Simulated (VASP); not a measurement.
SiN: single point with r2SCAN

SiN:

```
Si N
1.0
    -1.35277    2.34307    0.00000
     0.00000    0.00000    5.28954
     4.07048    2.35009    0.00000
Si N
4 4
Direct
  0.00000 0.75000 0.33298
  0.50000 0.75000 0.83298
  0.50000 0.25000 0.16702
  0.00000 0.25000 0.66702
  0.00000 0.00000 0.00000
  0.50000 0.00000 0.50000
  0.00000 0.50000 0.00000
  0.50000 0.50000 0.50000
```

```
Program             : VASP 6.6.1
Task                : single point
Functional          : r2SCAN
Potentials or basis : VASP PAW PBE potentials, release 64 (Si, N)
Cutoff              : 520 eV
k mesh              : 12 × 8 × 8
Occupations         : gaussian, width 0.1 eV
Spin                : no spin polarisation
```

```yaml
Pressure: 0.4 GPa
Largest_force: 0.014 eV/Å
Band_gap_on_the_k_mesh: zero (bands 18 and 19 overlap by 4.19 eV)
```

Forces in eV/Å, atoms in the order of the input:
```
Si   0.013  0.007  0.000
Si   0.013  0.007  0.000
Si  -0.013 -0.007  0.000
Si  -0.013 -0.007  0.000
N    0.000  0.000  0.000
N    0.000  0.000  0.000
N    0.000  0.000  0.000
N    0.000  0.000  0.000
```

Stress tensor (GPa, compression positive):
```
0.51 0.06 0.00
0.06 0.43 0.00
0.00 0.00 0.22
```

Levels at points of the mesh, in eV from the Fermi level:
```
           k point  band 16  band 17  band 18  band 19  band 20  band 21
(0.00, 0.00, 0.00)    -2.78    -2.75    -2.45    -0.11     3.80     4.27
(0.50, 0.00, 0.00)    -4.07    -3.78    -3.78    -1.09    -1.09     2.73
(0.00, 0.50, 0.00)    -3.41    -1.49    -1.49     1.62     1.62     1.71
(0.50, 0.50, 0.00)    -8.09    -0.23    -0.23    -0.23    -0.23     2.50
(0.00, 0.00, 0.50)    -3.66    -0.79    -0.79    -0.30    -0.30     3.54
(0.50, 0.00, 0.50)    -4.45    -4.04    -4.04    -0.17    -0.17     3.79
(0.00, 0.50, 0.50)    -4.49     1.72     1.72     1.72     1.72     3.38
(0.50, 0.50, 0.50)    -5.39    -1.47    -1.47    -1.47    -1.47     1.64
```

Wall time 14 min on 1 thread of Oxide Virtual Turin-like Processor, on a shared host, peak memory 0.31 GiB.

Caveat: the PAW data sets were made with another functional, which shifts forces and pressure a little.
